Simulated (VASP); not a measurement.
# SnO (P4/nmm) in VASP: single point with PBE

Aim: the single point of SnO with PBE.

All numbers are computed with VASP 6.6.1; they aren't measurements. Logs are shortened: lines on timing, memory, paths and dates and some standing lists are left out, and cuts for length are marked.

## 1. The cell of the first run

The structure is tetragonal, space group P4/nmm (No. 129). Conventional cell: a = 3.799 Å, b = 3.799 Å, c = 4.841 Å, α = 90.00°, β = 90.00°, γ = 90.00°. Within 2.9 Å of Sn (site symmetry 4mm) lie 4 O at 2.22 Å. Within 2.9 Å of O (site symmetry -4m2) lie 4 Sn at 2.22 Å and 4 O at 2.69 Å.

## 2. Single point, PBE

Input file INCAR:

```
SYSTEM = SnO
  PREC = Accurate
  ENCUT = 1340
  EDIFF = 1E-6
  ISMEAR = 0
  SIGMA = 0.05
  LREAL = .False.
  LASPH = .True.
  NELM = 120
  ALGO = Normal
  ISIF = 2
  LWAVE = .False.
  LCHARG = .False.
  GGA = PE
  NBANDS = 28
  GGA_COMPAT = .False.
```

Input file KPOINTS:

```
Automatic mesh
0
Gamma
  8 8 6
  0 0 0
```

Input file POSCAR:

```
SnO
1.0
    3.7986000000      0.0000000000      0.0000000000
    0.0000000000      3.7986000000      0.0000000000
    0.0000000000      0.0000000000      4.8408000000
Sn O
2 2
Direct
    0.5000000000      0.0000000000      0.2369000000
    0.0000000000      0.5000000000      0.7631000000
    0.0000000000      0.0000000000      0.0000000000
    0.5000000000      0.5000000000      0.0000000000
```

Potentials or basis: VASP PAW PBE potentials, release 64 (Sn_d, O_h).

The run is started by

```console
$ cat potpaw_PBE.64/Sn_d/POTCAR potpaw_PBE.64/O_h/POTCAR > POTCAR
$ mpirun -np 1 vasp_std > vasp.out
```

OUTCAR:

```text
SYSTEM = SnO
   PREC = Accurate
   ENCUT = 1340
   EDIFF = 1E-6
   ISMEAR = 0
   LREAL = .False.
   LASPH = .True.
   NELM = 120
   ISIF = 2
   GGA = PE

 ion  position               nearest neighbor table
   1  0.500  0.000  0.237-   3 2.22   4 2.22   4 2.22   3 2.22   2 3.53   2 3.53   2 3.53   2 3.53
                             2 3.70   2 3.70   2 3.70   2 3.70
   2  0.000  0.500  0.763-   3 2.22   4 2.22   3 2.22   4 2.22   1 3.53   1 3.53   1 3.53   1 3.53
                             1 3.70   1 3.70   1 3.70   1 3.70
   3  0.000  0.000  0.000-   1 2.22   2 2.22   2 2.22   1 2.22
   4  0.500  0.500  0.000-   1 2.22   2 2.22   1 2.22   2 2.22

  LATTYP: Found a simple tetragonal cell.
 ALAT       =     3.7986000000
 C/A-ratio  =     1.2743642395

  Lattice vectors:

 A1 = (   3.7986000000,   0.0000000000,   0.0000000000)
 A2 = (   0.0000000000,   3.7986000000,   0.0000000000)
 A3 = (   0.0000000000,   0.0000000000,   4.8408000000)

Analysis of symmetry for initial positions (statically):
=====================================================================
 Subroutine PRICEL returns:
 Original cell was already a primitive cell.

 Routine SETGRP: Setting up the symmetry group for a
 simple tetragonal supercell.

 Subroutine GETGRP returns: Found 16 space group operations
 (whereof  8 operations were pure point group operations)
 out of a pool of 16 trial point group operations.

The static configuration has the point symmetry D_2d.
 The point group associated with its full space group is D_4h.

Analysis of symmetry for dynamics (positions and initial velocities):
=====================================================================
 Subroutine PRICEL returns:
 Original cell was already a primitive cell.

 Routine SETGRP: Setting up the symmetry group for a
 simple tetragonal supercell.

 Subroutine GETGRP returns: Found 16 space group operations
 (whereof  8 operations were pure point group operations)
 out of a pool of 16 trial point group operations.

The dynamic configuration has the point symmetry D_2d.
 The point group associated with its full space group is D_4h.

 Subroutine INISYM returns: Found 16 space group operations
 (whereof  8 operations are pure point group operations),
 and found     1 'primitive' translations

----------------------------------------------------------------------------------------

                                     Primitive cell

  volume of cell :      69.8497

  direct lattice vectors                    reciprocal lattice vectors
     3.798600000  0.000000000  0.000000000     0.263254883  0.000000000  0.000000000
     0.000000000  3.798600000  0.000000000     0.000000000  0.263254883  0.000000000
     0.000000000  0.000000000  4.840800000     0.000000000  0.000000000  0.206577425

  length of vectors
     3.798600000  3.798600000  4.840800000     0.263254883  0.263254883  0.206577425

  position of ions in fractional coordinates (direct lattice)
     0.500000000  0.000000000  0.236900000
     0.000000000  0.500000000  0.763100000
     0.000000000  0.000000000  0.000000000
     0.500000000  0.500000000  0.000000000

  ion indices of the primitive-cell ions
   primitive index   ion index
                 1           1
                 2           2
                 3           3
                 4           4

----------------------------------------------------------------------------------------

 KPOINTS: Automatic mesh

Automatic generation of k-mesh.
 Grid dimensions read from file:
 generate k-points for:    8    8    6

 Generating k-lattice:

  Cartesian coordinates                     Fractional coordinates (reciprocal lattice)
     0.032906860  0.000000000  0.000000000     0.125000000  0.000000000  0.000000000
     0.000000000  0.032906860  0.000000000     0.000000000  0.125000000  0.000000000
     0.000000000  0.000000000  0.034429571     0.000000000  0.000000000  0.166666667

  Length of vectors
     0.032906860  0.032906860  0.034429571

  Shift w.r.t. Gamma in fractional coordinates (k-lattice)
     0.000000000  0.000000000  0.000000000

 Subroutine IBZKPT returns following result:
 ===========================================

 Found     60 irreducible k-points:

 Following reciprocal coordinates:
            Coordinates               Weight
  0.000000  0.000000  0.000000      1.000000
  0.125000  0.000000  0.000000      4.000000
  0.250000  0.000000  0.000000      4.000000
  0.375000  0.000000  0.000000      4.000000
  0.500000  0.000000  0.000000      2.000000
  0.125000  0.125000  0.000000      4.000000
[... 16 lines left out ...]
  0.375000  0.125000  0.166667     16.000000
  0.500000  0.125000  0.166667      8.000000
 [... further k-points ...]
   k-points           NKPTS =     60   k-points in BZ     NKDIM =     60   number of bands    NBANDS=     28
   number of dos      NEDOS =    301   number of ions     NIONS =      4
   total plane-waves  NPLWV = 138240
   dimension x,y,z NGX =    48 NGY =   48 NGZ =   60
   dimension x,y,z NGXF=    96 NGYF=   96 NGZF=  120
   ions per type =               2   2
   NGX,Y,Z   is equivalent  to a cutoff of  21.01, 21.01, 20.61 a.u.
   NGXF,Y,Z  is equivalent  to a cutoff of  42.01, 42.01, 41.21 a.u.
 SYSTEM =  SnO
   PREC   = accura    normal or accurate (medium, high low for compatibility)
   ISTART =      0    job   : 0-new  1-cont  2-samecut
   ICHARG =      2    charge: 1-file 2-atom 10-const
   ISPIN  =      1    spin polarized calculation?
   LNONCOLLINEAR =      F non collinear calculations
   LSORBIT =      F    spin-orbit coupling
   LASPH  =      T    aspherical Exc in radial PAW
   ENCUT  = 1340.0 eV  98.49 Ry    9.92 a.u.  11.34 11.34 14.45*2*pi/ulx,y,z
   NELM   =    120;   NELMIN=  2; NELMDL= -5     # of ELM steps
   EDIFF  = 0.1E-05   stopping-criterion for ELM
   LREAL  =      F    real-space projection
   EDIFFG = 0.1E-04   stopping-criterion for IOM
   NSW    =      0    number of steps for IOM
   IBRION =     -1    ionic relax: 0-MD 1-quasi-New 2-CG
   NFREE  =      0    steps in history (QN), initial steepest desc. (CG)
   ISIF   =      2    stress and relaxation
   ISYM   =      2    0-nonsym 1-usesym 2-fastsym
   POTIM  = 0.5000    time-step for ionic-motion
   TEBEG  =    0.0;   TEEND  =   0.0 temperature during run
   PSTRESS=    0.0 pullay stress
   NELECT =      40.0000    total number of electrons
   NUPDOWN=      -1.0000    fix difference up-down
   EMIN   =  10.00;   EMAX   =-10.00  energy-range for DOS
   EFERMI =   0.00;   METHOD = LEGACY
   ISMEAR =     0;   SIGMA  =   0.05  broadening in eV -4-tet -1-fermi 0-gaus
   EFERMI_NEDOS =   21; number of points for ismear=-14 and -15
   IALGO  =     38    algorithm
   IMIX   =      4    mixing-type and parameters
     AMIX     =   0.40;   BMIX     =  1.00
     AMIX_MAG =   1.60;   BMIX_MAG =  1.00
  volume/ion in A,a.u.               =      17.46       117.84
  Fermi-wavevector in a.u.,A,eV,Ry     =   1.359482  2.569048 25.146163  1.848191
  Thomas-Fermi vector in A             =   2.486226
   LORBIT       =      0    0 simple, 1 ext, 2 COOP (PROOUT), +10 PAW based schemes
   GGA     = PE    functional components
   LHFCALC =     F    Hartree Fock is set to
   AEXX    =    0.0000 exact exchange contribution
   IVDW    =     0    specifies the selected vdW correction
   LEPSILON=     F    determine dielectric tensor
   LRPA    =     F    only Hartree local field effects (RPA)
 non-spin polarized calculation
 Gauss-broadening in eV      SIGMA  =   0.05
  energy-cutoff  :     1340.00
  volume of cell :       69.85
 maximum number of plane-waves:      7816
 NGX is ok and might be reduce to    48
   NGX = 23   NGY = 23   NGZ = 29

 number of electron      40.0000000 magnetization

 Free energy of the ion-electron system (eV)
  ---------------------------------------------------
  ext. energy  EPLUGINS =         0.00000000
  ---------------------------------------------------
  free energy    TOTEN  =       -22.67551536 eV

  energy without entropy =      -22.67527821  energy(sigma->0) =      -22.67539678

 E-fermi :   7.5128     XC(G=0): -10.2690

 val. band max:        7.4723779166   @ k =   0.0000   0.0000   0.0000
 cond. band min:       7.5433631791   @ k =   0.5000   0.5000   0.0000
 fundamental gap:      0.0709852625
 Fermi energy:         7.5127775999

 k-point     1 :       0.0000    0.0000    0.0000
  band No.  band energies     occupation
      1     -14.6076      2.00000
      2     -14.1505      2.00000
      3     -14.1505      2.00000
      4     -14.1485      2.00000
      5     -14.1037      2.00000
      6     -14.0958      2.00000
[... 20 lines left out ...]
     27      14.2235      0.00000
     28      14.6284      0.00000

 k-point     2 :       0.1250    0.0000    0.0000
  band No.  band energies     occupation
      1     -14.5990      2.00000
      2     -14.1505      2.00000
      3     -14.1474      2.00000
      4     -14.1467      2.00000
      5     -14.1052      2.00000
      6     -14.1034      2.00000
[... 20 lines left out ...]
     27      14.4291      0.00000
     28      15.8384      0.00000

 k-point     3 :       0.2500    0.0000    0.0000
  band No.  band energies     occupation
      1     -14.5749      2.00000
      2     -14.2554      2.00000
      3     -14.1378      2.00000
      4     -14.1368      2.00000
      5     -14.1147      2.00000
      6     -14.1088      2.00000
[... 20 lines left out ...]
     27      14.7217      0.00000
     28      17.8587      0.00000

 k-point     4 :       0.3750    0.0000    0.0000
  band No.  band energies     occupation
      1     -14.5354      2.00000
      2     -14.3796      2.00000
      3     -14.1249      2.00000
      4     -14.1239      2.00000
      5     -14.1125      2.00000
      6     -14.1070      2.00000
[... 578 lines left out ...]
     27      15.7280      0.00000
     28      17.0656      0.00000

 k-point    23 :       0.3750    0.1250    0.1667
  band No.  band energies     occupation
      1     -14.5381      2.00000
      2     -14.4030      2.00000
      3     -14.1369      2.00000
      4     -14.1217      2.00000
      5     -14.1140      2.00000
      6     -14.1012      2.00000
[... 20 lines left out ...]
     27      15.8779      0.00000
     28      16.4110      0.00000

 k-point    24 :       0.5000    0.1250    0.1667
  band No.  band energies     occupation
      1     -14.4855      2.00000
      2     -14.4855      2.00000
      3     -14.1285      2.00000
      4     -14.1285      2.00000
      5     -14.1053      2.00000
      6     -14.1053      2.00000
[... 20 lines left out ...]
     27      16.0773      0.00000
     28      16.0773      0.00000

 [... further k-points ...]
[... 5 lines left out ...]
  --------------------------------------------------------------------------------------
  -------------------------------------------------------------------------------------
  Total        2.3520576      2.3520576      1.8508393      0.0000000     -0.0000000      0.0000000
  in kB       53.9503497     53.9503497     42.4536498      0.0000000     -0.0000000      0.0000000
  external PRESSURE =      50.1181164 kB  Pullay stress =       0.0000000 kB

 VOLUME and BASIS-vectors are now :
 -----------------------------------------------------------------------------
  energy-cutoff  :     1340.00
  volume of cell :       69.85
      direct lattice vectors                 reciprocal lattice vectors
     3.798600000  0.000000000  0.000000000     0.263254883  0.000000000  0.000000000
     0.000000000  3.798600000  0.000000000     0.000000000  0.263254883  0.000000000
     0.000000000  0.000000000  4.840800000     0.000000000  0.000000000  0.206577425

 POSITION                                       TOTAL-FORCE (eV/Angst)
 -----------------------------------------------------------------------------------
      1.89930      0.00000      1.14679         0.000000      0.000000      0.581228
      0.00000      1.89930      3.69401         0.000000      0.000000     -0.581228
      0.00000      0.00000      0.00000         0.000000      0.000000     -0.000000
      1.89930      1.89930      0.00000         0.000000      0.000000     -0.000000
 -----------------------------------------------------------------------------------
    total drift:                                0.000000      0.000000      0.000000

  FREE ENERGIE OF THE ION-ELECTRON SYSTEM (eV)
  ---------------------------------------------------
  free  energy   TOTEN  =       -22.6755153567 eV

  energy  without entropy=      -22.6752782112  energy(sigma->0) =      -22.67539678
```

It took 6.1 min on 1 thread of AMD EPYC 7R13 (Zen 3), shared host; peak memory 0.59 GiB.

What came out:

| Item | Value |
| --- | --- |
| Free energy | -22.6755 eV |
| Pressure | 5.0 GPa |
| Largest force | 0.581 eV/Å |
| Band gap on the k mesh | 0.07 eV (least direct gap 1.98 eV) |

Forces on the atoms (eV/Å):
```
Sn   0.000  0.000  0.581
Sn   0.000  0.000 -0.581
O    0.000  0.000  0.000
O    0.000  0.000  0.000
```

Levels at points of the mesh, in eV from the valence-band top:
```csv
k point,band 17,band 18,band 19,band 20,band 21,band 22,band 23,band 24
"(0.00, 0.00, 0.00)",-3.56,-3.26,-3.26,0.00,2.09,4.32,4.70,4.70
"(0.50, 0.00, 0.00)",-4.95,-4.95,-2.75,-2.75,3.18,3.18,5.93,5.93
"(0.50, 0.50, 0.00)",-2.60,-2.60,-1.91,-1.91,0.07,0.07,4.46,4.46
"(0.00, 0.00, 0.50)",-3.28,-3.28,-3.13,-2.28,1.67,2.96,2.96,3.68
"(0.50, 0.00, 0.50)",-4.91,-4.91,-1.78,-1.78,2.56,2.56,5.44,5.44
"(0.50, 0.50, 0.50)",-2.70,-2.70,-2.60,-2.60,2.33,2.33,4.03,4.03
```

Caveat: the cell stands under pressure; semilocal functionals underestimate gaps, and a narrow one can read as zero; spin-orbit coupling is left out, which moves the levels of the heavy elements. A k mesh can miss the band edges.
